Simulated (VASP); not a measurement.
Wanted: the native input for a VASP 6.6.1 run.

* Task: single point
* Functional: PBE
* Potentials or basis: VASP PAW PBE potentials, release 64 (Al, N)
* Cutoff: 520 eV
* k mesh: 9 × 9 × 6
* Occupations: gaussian, width 0.02 eV
* Spin: no spin polarisation
* Dipole correction: no
* Further INCAR settings: ALGO = Normal; EDIFF = 1e-06; NBANDS = 16

The structure of AlN lies in POSCAR:

```
AlN
1.0
    3.1425788234      0.0311100215      0.0069375348
   -1.5443473428      2.7371161734      0.0069039291
    0.0111009400      0.0191653000      5.0911001600
Al N
2 2
Direct
    0.3363835509      0.6638257406      0.0053802048
    0.6638257406      0.3363835509      0.5053802048
    0.3352036227      0.6645870858      0.3796197952
    0.6645870858      0.3352036227      0.8796197952
```

This cell differs from its parent crystal: strained and its atoms moved.

One way to write it, as run:

INCAR

```
  PREC = Accurate
  ENCUT = 520
  EDIFF = 1E-6
  ISMEAR = 0
  SIGMA = 0.02
  LREAL = False
  LASPH = True
  NELM = 80
  ALGO = Normal
  ISIF = 2
  LWAVE = False
  LCHARG = False
  GGA = PE
  NBANDS = 16
```

KPOINTS

```
regular mesh
0
Gamma
  9 9 6
```

Potentials or basis: VASP PAW PBE potentials, release 64 (Al, N).

Run with:

```console
$ cat potpaw_PBE.64/Al/POTCAR potpaw_PBE.64/N/POTCAR > POTCAR
$ mpirun -np 1 vasp_std > vasp.out
```

Results of the run:

| Property | Result |
| --- | --- |
| Pressure | -5.8 GPa |
| Largest force | 0.609 eV/Å |
| Band gap on the k mesh | 3.85 eV, direct |

Caveat: the cell differs from its parent crystal (strained and its atoms moved).

Wall time 54 s on 1 thread of Intel(R) Xeon(R) 6975P-C (Granite Rapids), on a shared host, peak memory 0.26 GiB.
